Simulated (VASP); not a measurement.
# Sb in VASP: notebook, part 2 of 3

VASP 6.6.1. Earlier steps stand in the parts before.

## 4. Single point, PBE (uniaxial strain along a: +2.0 %, then relaxed in part)

File INCAR:

```
PREC     = Accurate       # precision mode
ENCUT    = 520            # plane-wave cutoff, eV
EDIFF    = 1E-6           # SCF threshold, eV
ISMEAR   = 0              # smearing method
SIGMA    = 0.1            # smearing width, eV
LREAL    = F              # projectors in reciprocal space
LASPH    = T              # aspherical terms in the spheres
NELM     = 100            # most SCF steps
ALGO     = Normal         # electronic algorithm
ISIF     = 2              # what is computed and relaxed
LWAVE    = F              # write WAVECAR
LCHARG   = F              # write CHGCAR
GGA      = PE             # functional
NBANDS   = 12             # bands
```

File KPOINTS:

```
regular mesh
0
Gamma
  14 10 10
```

File POSCAR:

```
Sb
1.0
    3.1726875261      0.0000000000     -0.0000136637
    0.0000000000      4.3905040951      0.0000000000
   -0.0097049703      0.0000000000      4.3901906196
Sb
2
Direct
    0.0000435993      0.7500000000      0.7499618989
    0.9999564007      0.2500000000      0.2500381011
```

The run is started by

```bash
$ cat potpaw_PBE.64/Sb/POTCAR > POTCAR
$ mpirun -np 1 vasp_std > vasp.out
```

Run time: 3.7 min. Hardware: 1 thread of Intel Xeon 8259CL, shared host; peak memory 0.39 GiB.

Results (log left out):

```yaml
Free_energy: -8.1808 eV
Pressure: -0.9 GPa
Band_gap_on_the_k_mesh: zero (bands 5 and 6 overlap by 8.14 eV)
```

Stress tensor (GPa, compression positive):
```
-2.65  0.00  0.01
 0.00 -0.04  0.00
 0.01  0.00 -0.04
```

Levels at points of the mesh, in eV from the Fermi level:
| k point | band 3 | band 4 | band 5 | band 6 | band 7 | band 8 |
| --- | --- | --- | --- | --- | --- | --- |
| (0.00, 0.00, 0.00) | -3.36 | -3.36 | 2.34 | 2.84 | 3.43 | 3.43 |
| (0.50, 0.00, 0.00) | -4.64 | -1.65 | -1.65 | -1.32 | 4.78 | 4.96 |
| (0.00, 0.50, 0.00) | -1.18 | -1.18 | -0.73 | -0.73 | 4.49 | 4.49 |
| (0.50, 0.50, 0.00) | -3.71 | -3.71 | 0.60 | 0.60 | 1.46 | 1.46 |
| (0.00, 0.00, 0.50) | -1.18 | -1.18 | -0.73 | -0.73 | 4.49 | 4.49 |
| (0.50, 0.00, 0.50) | -3.71 | -3.70 | 0.60 | 0.60 | 1.46 | 1.46 |
| (0.00, 0.50, 0.50) | -5.40 | -5.40 | 4.84 | 4.84 | 5.44 | 5.44 |
| (0.50, 0.50, 0.50) | -3.56 | -3.56 | -3.27 | -3.27 | 2.29 | 2.29 |

Caveat: the cell differs from its parent crystal (uniaxial strain along a: +2.0 %, then relaxed in part); spin-orbit coupling is left out, which moves the levels of the heavy elements.

## 5. Single point, PBE (uniaxial strain along a: +4.0 %)

File INCAR:

```
SYSTEM = Sb
PREC = Accurate
ENCUT = 520
EDIFF = 1E-6
ISMEAR = 0
SIGMA = 0.1
LREAL = .False.
LASPH = .True.
NELM = 100
ALGO = Normal
ISIF = 2
LWAVE = .False.
LCHARG = .False.
GGA = PE
NBANDS = 12
```

File KPOINTS:

```
regular mesh
0
Gamma
  14 10 10
  0 0 0
```

File POSCAR:

```
Sb
1.0
    3.2348970854      0.0000000000      0.0000000000
    0.0000000000      4.3524596318      0.0000000000
   -0.0098760609      0.0000000000      4.3511755754
Sb
2
Direct
    0.0000435993      0.7500000000      0.7499618989
    0.9999564007      0.2500000000      0.2500381011
```

Potentials or basis: VASP PAW PBE potentials, release 64 (Sb).

The run is started by

```bash
$ cat potpaw_PBE.64/Sb/POTCAR > POTCAR
$ mpirun -np 1 vasp_std > vasp.out
```

OUTCAR:

```text
SYSTEM = Sb
   PREC = Accurate
   ENCUT = 520
   EDIFF = 1E-6
   ISMEAR = 0
   LREAL = .False.
   LASPH = .True.
   NELM = 100
   ISIF = 2
   GGA = PE

 ion  position               nearest neighbor table
   1  0.000  0.750  0.750-   2 3.08   2 3.08   2 3.08   2 3.08
   2  1.000  0.250  0.250-   1 3.08   1 3.08   1 3.08   1 3.08

  LATTYP: Found a simple monoclinic cell.
 ALAT       =     3.2348970854
 B/A-ratio  =     1.3454708193
 C/A-ratio  =     1.3450773451
 COS(beta)  =    -0.0022697396

  Lattice vectors:

 A1 = (   3.2348970854,   0.0000000000,   0.0000000000)
 A2 = (   0.0000000000,   4.3524596318,   0.0000000000)
 A3 = (  -0.0098760609,   0.0000000000,   4.3511755754)

Analysis of symmetry for initial positions (statically):
=====================================================================
 Subroutine PRICEL returns:
 Original cell was already a primitive cell.

 Routine SETGRP: Setting up the symmetry group for a
 simple monoclinic supercell.

 Subroutine GETGRP returns: Found  4 space group operations
 (whereof  2 operations were pure point group operations)
 out of a pool of  4 trial point group operations.

The static configuration has the point symmetry S_2 .
 The point group associated with its full space group is C_2h.

Analysis of symmetry for dynamics (positions and initial velocities):
=====================================================================
 Subroutine PRICEL returns:
 Original cell was already a primitive cell.

 Routine SETGRP: Setting up the symmetry group for a
 simple monoclinic supercell.

 Subroutine GETGRP returns: Found  4 space group operations
 (whereof  2 operations were pure point group operations)
 out of a pool of  4 trial point group operations.

The dynamic configuration has the point symmetry S_2 .
 The point group associated with its full space group is C_2h.

 Subroutine INISYM returns: Found  4 space group operations
 (whereof  2 operations are pure point group operations),
 and found     1 'primitive' translations
[... 123 lines left out ...]
   IVDW    =     0    specifies the selected vdW correction
   LEPSILON=     F    determine dielectric tensor
   LRPA    =     F    only Hartree local field effects (RPA)
 non-spin polarized calculation
 Gauss-broadening in eV      SIGMA  =   0.10
  energy-cutoff  :      520.00
  volume of cell :       61.26
 maximum number of plane-waves:      1684
   NGX = 13   NGY = 17   NGZ = 17

 number of electron      10.0000000 magnetization

 number of electron       9.9999998 magnetization

 Free energy of the ion-electron system (eV)
  ---------------------------------------------------
  ext. energy  EPLUGINS =         0.00000000
  ---------------------------------------------------
  free energy    TOTEN  =        -8.14858838 eV

  energy without entropy =       -8.14278187  energy(sigma->0) =       -8.14568513

 E-fermi :   6.7845     XC(G=0):  -9.5085

 val. band max:        6.7693148540   @ k =  -0.4286   0.3000   0.2000
 cond. band min:       6.7931147609   @ k =  -0.2857   0.2000   0.3000
 fundamental gap:      0.0237999069
 Fermi energy:         6.7845220423

 k-point     1 :       0.0000    0.0000    0.0000
  band No.  band energies     occupation
      1      -5.3998      2.00000
      2      -0.1509      2.00000
      3       3.4589      2.00000
      4       3.4623      2.00000
      5       9.1232      0.00000
      6       9.1610      0.00000
      7      10.4561      0.00000
      8      10.4575      0.00000
      9      13.1478      0.00000
     10      13.2961      0.00000
     11      14.0145      0.00000
     12      15.1821      0.00000
[... 331 lines left out ...]
 k-point    24 :       0.5000    0.2000    0.0000
  band No.  band energies     occupation
      1      -3.1657      2.00000
      2       0.9430      2.00000
      3       1.7793      2.00000
      4       5.1318      2.00000
      5       5.3834      2.00000
      6       5.9682      2.00000
      7      10.4771      0.00000
      8      10.9445      0.00000
      9      11.5167      0.00000
     10      12.0937      0.00000
     11      12.5388      0.00000
     12      15.5405      0.00000

 [... further k-points ...]

------------------------ aborting loop because EDIFF is reached ----------------------------------------

  FORCE on cell =-STRESS in cart. coord.  units (eV):
  Direction    XX          YY          ZZ          XY          YZ          ZX
  --------------------------------------------------------------------------------------
  -------------------------------------------------------------------------------------
  Total       -1.8640751      0.5139403      0.5166304      0.0000000      0.0000000      0.0096522
  in kB      -48.7497229     13.4406863     13.5110367      0.0000000      0.0000000      0.2524261
  external PRESSURE =      -7.2660000 kB  Pullay stress =       0.0000000 kB

 VOLUME and BASIS-vectors are now :
 -----------------------------------------------------------------------------
  energy-cutoff  :      520.00
  volume of cell :       61.26
      direct lattice vectors                 reciprocal lattice vectors
     3.234897085  0.000000000  0.000000000     0.309128845  0.000000000  0.000701644
     0.000000000  4.352459632  0.000000000     0.000000000  0.229755146  0.000000000
    -0.009876061  0.000000000  4.351175575     0.000000000  0.000000000  0.229822948

 POSITION                                       TOTAL-FORCE (eV/Angst)
 -----------------------------------------------------------------------------------
     -0.00727      3.26434      3.26322        -0.000059     -0.000000      0.000367
      3.23229      1.08811      1.08796         0.000059      0.000000     -0.000367
 -----------------------------------------------------------------------------------
    total drift:                               -0.000000     -0.000000     -0.000000

  FREE ENERGIE OF THE ION-ELECTRON SYSTEM (eV)
  ---------------------------------------------------
  free  energy   TOTEN  =        -8.1485883842 eV

  energy  without entropy=       -8.1427818666  energy(sigma->0) =       -8.14568513
```

OSZICAR:

```text
N       E                     dE             d eps       ncg     rms          rms(c)
DAV:   1     0.314260174484E+02    0.31426E+02   -0.34629E+03 10368   0.650E+02
DAV:   2    -0.640024736243E+01   -0.37826E+02   -0.36444E+02 13788   0.102E+02
DAV:   3    -0.812452539373E+01   -0.17243E+01   -0.16980E+01 12728   0.241E+01
DAV:   4    -0.813935284558E+01   -0.14827E-01   -0.14824E-01 11900   0.271E+00
DAV:   5    -0.813953733769E+01   -0.18449E-03   -0.18449E-03 12456   0.328E-01    0.264E+00
DAV:   6    -0.814475632551E+01   -0.52190E-02   -0.16780E-03 11852   0.269E-01    0.156E+00
DAV:   7    -0.814844034273E+01   -0.36840E-02   -0.36872E-03 11536   0.396E-01    0.879E-02
DAV:   8    -0.814858053767E+01   -0.14019E-03   -0.17358E-04 12412   0.855E-02    0.128E-02
DAV:   9    -0.814858758026E+01   -0.70426E-05   -0.79080E-06 12100   0.173E-02    0.401E-03
DAV:  10    -0.814858838424E+01   -0.80399E-06   -0.14071E-06 11876   0.628E-03
   1 F= -.81485884E+01 E0= -.81456851E+01  d E =-.580652E-02
```

stdout:

```text
POSCAR found type information on POSCAR Sb
 POSCAR found :  1 types and       2 ions
 scaLAPACK will be used
 LDA part: xc-table for (Slater+PW92), standard interpolation
 POSCAR, INCAR and KPOINTS ok, starting setup
 FFT: planning ... GRIDC
 FFT: planning ... GRID_SOFT
 FFT: planning ... GRID
 WAVECAR not read
 entering main loop
```

It took 3 min on 1 thread of Intel Xeon 8259CL, shared host; peak memory 0.38 GiB.

Results:

| Property | Result |
| --- | --- |
| Free energy | -8.1486 eV |
| Pressure | -0.7 GPa |
| Band gap on the k mesh | zero (bands 5 and 6 overlap by 7.58 eV) |

Caveat: the cell differs from its parent crystal (uniaxial strain along a: +4.0 %); spin-orbit coupling is left out, which moves the levels of the heavy elements.

## 6. Single point, PBE (uniaxial strain along a: +6.0 %)

INCAR, as its differences from that of step 5:

```diff
@@ -12,4 +12,6 @@
 LWAVE = .False.
-LCHARG = .False.
+LCHARG = .True.
 GGA = PE
+LELF = .True.
+LVHAR = .True.
 NBANDS = 12
```

File KPOINTS:

```
Automatic mesh
0
Gamma
  14 10 10
  0 0 0
```

File POSCAR:

```
Sb
1.0
    3.2971066448      0.0000000000      0.0000000000
    0.0000000000      4.3304775124      0.0000000000
   -0.0100659852      0.0000000000      4.3291999411
Sb
2
Direct
    0.0000091016      0.7500000000      0.7499771490
    0.9999908984      0.2500000000      0.2500228510
```

Potentials or basis: VASP PAW PBE potentials, release 64 (Sb).

The run is started by

```bash
$ cat potpaw_PBE.64/Sb/POTCAR > POTCAR
$ mpirun -np 1 vasp_std > vasp.out
```

OUTCAR:

```text
SYSTEM = Sb
   PREC = Accurate
   ENCUT = 520
   EDIFF = 1E-6
   ISMEAR = 0
   LREAL = .False.
   LASPH = .True.
   NELM = 100
   ISIF = 2
   GGA = PE

 ion  position               nearest neighbor table
   1  0.000  0.750  0.750-   2 3.06   2 3.06   2 3.06   2 3.06
   2  1.000  0.250  0.250-   1 3.06   1 3.06   1 3.06   1 3.06

  LATTYP: Found a simple monoclinic cell.
 ALAT       =     3.2971066448
 B/A-ratio  =     1.3134174835
 C/A-ratio  =     1.3130335503
 COS(beta)  =    -0.0023251312

  Lattice vectors:

 A1 = (   3.2971066448,   0.0000000000,   0.0000000000)
 A2 = (   0.0000000000,   4.3304775124,   0.0000000000)
 A3 = (  -0.0100659852,   0.0000000000,   4.3291999411)

Analysis of symmetry for initial positions (statically):
=====================================================================
 Subroutine PRICEL returns:
 Original cell was already a primitive cell.

 Routine SETGRP: Setting up the symmetry group for a
 simple monoclinic supercell.

 Subroutine GETGRP returns: Found  4 space group operations
 (whereof  2 operations were pure point group operations)
 out of a pool of  4 trial point group operations.

[... 180 lines left out ...]
      5       8.6000      0.00000
      6       9.1160      0.00000
      7      10.5317      0.00000
      8      10.5331      0.00000
      9      12.7010      0.00000
     10      12.8663      0.00000
     11      14.0429      0.00000
     12      15.2468      0.00000
[... 331 lines left out ...]
 k-point    24 :       0.5000    0.2000    0.0000
  band No.  band energies     occupation
      1      -3.4251      2.00000
      2       0.7622      2.00000
      3       1.7723      2.00000
      4       5.1867      2.00000
      5       5.2384      2.00000
      6       5.7996      2.00000
      7      10.3564      0.00000
      8      10.8352      0.00000
      9      11.4895      0.00000
     10      12.0778      0.00000
     11      12.3469      0.00000
     12      15.5718      0.00000

 [... further k-points ...]

------------------------ aborting loop because EDIFF is reached ----------------------------------------

  FORCE on cell =-STRESS in cart. coord.  units (eV):
  Direction    XX          YY          ZZ          XY          YZ          ZX
  --------------------------------------------------------------------------------------
  -------------------------------------------------------------------------------------
  Total       -2.2801940      0.6495288      0.6525905      0.0000000      0.0000000      0.0072646
  in kB      -59.1025134     16.8357538     16.9151139      0.0000000      0.0000000      0.1882992
  external PRESSURE =      -8.4505486 kB  Pullay stress =       0.0000000 kB

 VOLUME and BASIS-vectors are now :
 -----------------------------------------------------------------------------
  energy-cutoff  :      520.00
  volume of cell :       61.81
      direct lattice vectors                 reciprocal lattice vectors
     3.297106645  0.000000000  0.000000000     0.303296225  0.000000000  0.000705205
     0.000000000  4.330477512  0.000000000     0.000000000  0.230921416  0.000000000
    -0.010065985  0.000000000  4.329199941     0.000000000  0.000000000  0.230989562

 POSITION                                       TOTAL-FORCE (eV/Angst)
 -----------------------------------------------------------------------------------
     -0.00752      3.24786      3.24680        -0.000004      0.000000      0.000178
      3.29456      1.08262      1.08240         0.000004     -0.000000     -0.000178
 -----------------------------------------------------------------------------------
    total drift:                               -0.000000      0.000000      0.000000

  FREE ENERGIE OF THE ION-ELECTRON SYSTEM (eV)
  ---------------------------------------------------
  free  energy   TOTEN  =        -8.1026541156 eV

  energy  without entropy=       -8.0961321202  energy(sigma->0) =       -8.09939312
```

OSZICAR:

```text
N       E                     dE             d eps       ncg     rms          rms(c)
DAV:   1     0.308567924721E+02    0.30857E+02   -0.34542E+03 10368   0.650E+02
DAV:   2    -0.640667252389E+01   -0.37263E+02   -0.36054E+02 13804   0.102E+02
DAV:   3    -0.807937001880E+01   -0.16727E+01   -0.16494E+01 12800   0.239E+01
DAV:   4    -0.809376325843E+01   -0.14393E-01   -0.14386E-01 11884   0.269E+00
DAV:   5    -0.809394822941E+01   -0.18497E-03   -0.18497E-03 12652   0.327E-01    0.262E+00
DAV:   6    -0.809891976094E+01   -0.49715E-02   -0.18341E-03 11920   0.274E-01    0.155E+00
DAV:   7    -0.810250487425E+01   -0.35851E-02   -0.40189E-03 11504   0.403E-01    0.873E-02
DAV:   8    -0.810264634819E+01   -0.14147E-03   -0.19773E-04 12484   0.892E-02    0.129E-02
DAV:   9    -0.810265349842E+01   -0.71502E-05   -0.82428E-06 11992   0.179E-02    0.475E-03
DAV:  10    -0.810265411559E+01   -0.61717E-06   -0.17793E-06 12168   0.692E-03
   1 F= -.81026541E+01 E0= -.80993931E+01  d E =-.652200E-02
```

It took 4 min on 1 thread of Intel Xeon 8259CL, shared host; peak memory 0.39 GiB.

Results:

* Free energy: -8.1027 eV
* Pressure: -0.8 GPa
* Band gap on the k mesh: zero (bands 5 and 6 overlap by 7.05 eV)

Levels at points of the mesh, in eV from the Fermi level:
| k point | band 2 | band 3 | band 4 | band 5 | band 6 | band 7 | band 8 | band 9 |
| --- | --- | --- | --- | --- | --- | --- | --- | --- |
| (0.00, 0.00, 0.00) | -6.73 | -3.26 | -3.26 | 1.93 | 2.44 | 3.86 | 3.86 | 6.03 |
| (0.50, 0.00, 0.00) | -5.20 | -4.67 | -1.87 | -1.87 | -0.81 | 4.54 | 5.13 | 5.13 |
| (0.00, 0.50, 0.00) | -10.29 | -0.98 | -0.98 | -0.42 | -0.42 | 3.67 | 3.67 | 7.58 |
| (0.50, 0.50, 0.00) | -8.53 | -3.45 | -3.45 | 0.46 | 0.46 | 1.40 | 1.40 | 5.98 |
| (0.00, 0.00, 0.50) | -10.29 | -0.99 | -0.99 | -0.43 | -0.43 | 3.67 | 3.67 | 7.59 |
| (0.50, 0.00, 0.50) | -8.53 | -3.45 | -3.45 | 0.46 | 0.46 | 1.40 | 1.40 | 5.98 |
| (0.00, 0.50, 0.50) | -9.54 | -5.41 | -5.41 | 4.05 | 4.05 | 6.03 | 6.03 | 8.68 |
| (0.50, 0.50, 0.50) | -7.70 | -3.90 | -3.90 | -2.94 | -2.94 | 2.31 | 2.31 | 7.49 |

Caveat: the cell differs from its parent crystal (uniaxial strain along a: +6.0 %); spin-orbit coupling is left out, which moves the levels of the heavy elements.

[end of part 2 of 3]
